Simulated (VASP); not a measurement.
Input of a VASP 6.6.1 run:

Contents of INCAR:

```
PREC     = Accurate       # precision mode
ENCUT    = 520            # plane-wave cutoff, eV
EDIFF    = 1E-6           # SCF threshold, eV
ISMEAR   = 0              # smearing method
SIGMA    = 0.1            # smearing width, eV
LREAL    = F              # projectors in reciprocal space
LASPH    = T              # aspherical terms in the spheres
NELM     = 60             # most SCF steps
ALGO     = Fast           # electronic algorithm
ISIF     = 2              # what is computed and relaxed
LWAVE    = F              # write WAVECAR
LCHARG   = F              # write CHGCAR
GGA      = PE             # functional
NBANDS   = 16             # bands
```

The input KPOINTS:

```
Automatic mesh
0
Gamma
  12 12 12
```

The input POSCAR:

```
Al2Au
1.0
    0.0000000000      3.0898246830      3.0898246830
    3.0898246830      0.0000000000      3.0898246830
    3.0898246830      3.0898246830      0.0000000000
Al Au
2 1
Direct
    0.2500000000      0.2500000000      0.2500000000
    0.7500000000      0.7500000000      0.7500000000
    0.0000000000      0.0000000000      0.0000000000
```

Potentials or basis: VASP PAW PBE potentials, release 64 (Al, Au).

Run with:

```sh
$ cat potpaw_PBE.64/Al/POTCAR potpaw_PBE.64/Au/POTCAR > POTCAR
$ mpirun -np 1 vasp_std > vasp.out
```

Q: Predict the pressure.

A: -5.4 GPa.
